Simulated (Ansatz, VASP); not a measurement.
## Two plane-wave programs on GaP

```
Ga P
1.0
     0.00000    2.75254    2.75254
     2.75254    0.00000    2.75254
     2.75254    2.75254    0.00000
Ga P
1 1
Direct
  0.00000 0.00000 0.00000
  0.25000 0.25000 0.25000
```

Alike in both runs: task single point; functional HSE06; k mesh 6 × 6 × 6; occupations gaussian, width 0.02 eV; no spin polarisation.

```csv
,VASP,Ansatz
version,VASP 6.6.1,Ansatz 0.2.0
potentials or method,"VASP PAW PBE potentials, release 64 (Ga_d, P), cutoff 520 eV","scalar-relativistic, plane waves, PAW"
valence electrons in the cell,18,18
```

Ansatz gave:

| Quantity | Value |
| --- | --- |
| gap on the k mesh at the Fermi level (eV) | 2.35 |
| least direct gap on the mesh (eV) | 2.53 |
| pressure (GPa) | -1.8 |

Problem. Estimate VASP's values.

Solution. gap on the k mesh at the Fermi level (eV): 2.35; least direct gap on the mesh (eV): 2.52; pressure (GPa): -2.0.

Ansatz's warnings: stress exchange threshold loose, stress scf threshold loose.
